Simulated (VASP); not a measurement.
Write the native input for VASP 6.6.1 that does the following.

| Item | Value |
| --- | --- |
| Task | single point |
| Functional | PBE |
| Potentials or basis | VASP PAW PBE potentials, release 64 (Sr_sv, Al, O) |
| Cutoff | 600 eV |
| k mesh | 6 × 6 × 2 |
| Occupations | gaussian, width 0.2 eV |
| Spin | no spin polarisation |
| Dipole correction | no |
| Further INCAR settings | ALGO = Normal; EDIFF = 1e-06; NBANDS = 39 |

The structure of Sr2AlO lies in POSCAR:

```
Sr2AlO
1.0
    3.8156470551      0.0000000000      0.0000000000
   -1.9078235276      3.3044472816      0.0000000000
    0.0000000000      0.0000000000     16.2609047252
Sr Al O
4 2 2
Direct
    0.6666666667      0.3333333333      0.8845108465
    0.3333333333      0.6666666667      0.1154891535
    0.6666666667      0.3333333333      0.2975025811
    0.3333333333      0.6666666667      0.7024974189
    0.3333333333      0.6666666667      0.4497457338
    0.6666666667      0.3333333333      0.5502542662
    0.0000000000      0.0000000000      0.8026451112
    0.0000000000      0.0000000000      0.1973548888
```

One way to write it, as run:

INCAR

```
PREC = Accurate
ENCUT = 600
EDIFF = 1E-6
ISMEAR = 0
SIGMA = 0.2
LREAL = F
LASPH = T
NELM = 120
ALGO = Normal
ISIF = 2
LWAVE = F
LCHARG = F
GGA = PE
NBANDS = 39
GGA_COMPAT = F
```

KPOINTS

```
Automatic mesh
0
Gamma
  6 6 2
```

Potentials or basis: VASP PAW PBE potentials, release 64 (Sr_sv, Al, O).

Command:

```bash
$ cat potpaw_PBE.64/Sr_sv/POTCAR potpaw_PBE.64/Al/POTCAR potpaw_PBE.64/O/POTCAR > POTCAR
$ mpirun -np 1 vasp_std > vasp.out
```

It gave:

```json
{"Pressure": "0.1 GPa", "Largest force": "0.173 eV/Å", "Band gap on the k mesh": "zero (bands 29 and 30 overlap by 0.77 eV)"}
```

It took 8.7 min on 1 thread of Intel Xeon 8259CL (shared host), peak memory 0.42 GiB.
